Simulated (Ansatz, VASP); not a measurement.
**Two plane-wave programs on CdSe**

```
Cd Se
1.0
     4.29900    0.00000    0.00000
    -2.14950    3.72304    0.00000
     0.00000    0.00000    7.05206
Cd Se
2 2
Direct
  0.33333 0.66667 0.00077
  0.66667 0.33333 0.50077
  0.33333 0.66667 0.37523
  0.66667 0.33333 0.87523
```

Alike in both runs: functional PBE; k mesh 8 × 8 × 5; occupations gaussian, width 0.05 eV; no spin polarisation.

Ansatz relaxed the structure, and its values are those at the end. VASP's run is a single point on that final structure, the one shown.

|  | VASP | Ansatz |
| --- | --- | --- |
| version | VASP 6.6.1 | Ansatz 0.2.0 |
| potentials or method | VASP PAW PBE potentials, release 64 (Cd, Se) | scalar-relativistic, plane waves, PAW |
| plane-wave cutoff (eV) | 520 | 420 |
| valence electrons in the cell | 36 | 72 |

```tsv
	VASP	Ansatz	Ansatz less VASP
pressure (GPa)	3.0	2.7	-0.31
```

The functional is the same, so the differences come from potentials, cutoffs and numerics. VASP's potentials hold 36 valence electrons a cell and Ansatz's 72, so a difference there can come from the potentials and not from the codes. Ansatz's warnings: stress scf threshold loose.
